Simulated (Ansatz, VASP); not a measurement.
One calculation of Nb, two programs

INCAR

```
SYSTEM = Nb
PREC = Accurate
ENCUT = 520
EDIFF = 1E-6
ISMEAR = 0
SIGMA = 0.15
LREAL = .False.
LASPH = .True.
NELM = 60
ALGO = Fast
ISIF = 2
LWAVE = .False.
LCHARG = .False.
GGA = PS
NBANDS = 12
```

The input KPOINTS:

```
Automatic mesh
0
Gamma
  20 20 20
  0 0 0
```

File POSCAR:

```
Nb
1.0
    0.0000000000      2.1150000000      2.1150000000
    2.1150000000      0.0000000000      2.1150000000
    2.1150000000      2.1150000000      0.0000000000
Nb
1
Direct
    0.0000000000      0.0000000000      0.0000000000
```

Input for Ansatz:

```yaml
crystal:
  lattice:
    - [0.0, 2.115, 2.115]
    - [2.115, 0.0, 2.115]
    - [2.115, 2.115, 0.0]
  atoms:
    - { symbol: Nb, position: [0.0, 0.0, 0.0] }
basis:
  ecutwfc: 420
kpoints:
  mp_grid: { grid: [20, 20, 20] }
hamiltonian:
  xc: pbesol
scf:
  occupations: { method: gaussian, width: 0.15 }
output:
  forces: true
  stress: true
  eigenvalues: true
```

Alike in both runs: task single point; functional PBEsol; k mesh 20 × 20 × 20; occupations gaussian, width 0.15 eV; no spin polarisation.

|  | VASP | Ansatz |
| --- | --- | --- |
| version | VASP 6.6.1 | Ansatz 0.2.0 |
| potentials or method | VASP PAW PBE potentials, release 64 (Nb_sv), cutoff 520 eV | scalar-relativistic, plane waves, PAW |
| valence electrons in the cell | 13 | 13 |

Ansatz gave:

```
gap on the k mesh at the Fermi level (eV) : none
pressure (GPa)                            : -6.9
```

Q: Which values does VASP return?

A: gap on the k mesh at the Fermi level (eV): none; pressure (GPa): -7.3.

VASP's potentials were made for PBE, not for PBEsol. A gap of «none» marks a metal or a gap that the smearing closes. The functional is the same, so the differences come from potentials, cutoffs and numerics.
